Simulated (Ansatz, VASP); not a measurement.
# One calculation of AgI, two programs

File INCAR:

```
SYSTEM = AgI
PREC = Accurate
ENCUT = 500
EDIFF = 1E-6
ISMEAR = 0
SIGMA = 0.01
LREAL = .False.
LASPH = .True.
NELM = 120
ALGO = Normal
ISIF = 2
LWAVE = .False.
LCHARG = .False.
GGA = PE
NBANDS = 16
GGA_COMPAT = .False.
```

KPOINTS

```
regular mesh
0
Gamma
  6 6 6
  0 0 0
```

File POSCAR:

```
AgI
1.0
    0.0000000000      3.3487041323      3.3487041323
    3.3487041323      0.0000000000      3.3487041323
    3.3487041323      3.3487041323      0.0000000000
Ag I
1 1
Direct
    0.0000000000      0.0000000000      0.0000000000
    0.2500000000      0.2500000000      0.2500000000
```

Input for Ansatz:

```yaml
crystal:
  lattice:
    - [0.0, 3.3487041323, 3.3487041323]
    - [3.3487041323, 0.0, 3.3487041323]
    - [3.3487041323, 3.3487041323, 0.0]
  atoms:
    - { symbol: Ag, position: [0.0, 0.0, 0.0] }
    - { symbol: I, position: [0.25, 0.25, 0.25] }
kpoints:
  mp_grid: { grid: [6, 6, 6] }
hamiltonian:
  xc: pbe
scf:
  occupations: { method: fixed }
  n_extra_bands: 4
output:
  forces: true
  stress: true
  eigenvalues: true
```

Alike in both runs: task single point; functional PBE; k mesh 6 × 6 × 6; no spin polarisation.

|  | VASP | Ansatz |
| --- | --- | --- |
| version | VASP 6.6.1 | Ansatz 0.2.0 |
| potentials or method | VASP PAW PBE potentials, release 64 (Ag, I) | plane waves, PAW |
| plane-wave cutoff (eV) | 500 | 420 |
| occupations | gaussian, width 0.01 eV | fixed |
| valence electrons in the cell | 18 | 36 |

|  | VASP | Ansatz | Ansatz less VASP |
| --- | --- | --- | --- |
| gap on the k mesh at the Fermi level (eV) | 1.35 | 1.35 | -0.002 |
| pressure (GPa) | -0.8 | -0.7 | +0.03 |

VASP's potentials hold 18 valence electrons a cell and Ansatz's 36, so a difference there can come from the potentials and not from the codes.

Neither program's run includes spin-orbit coupling.
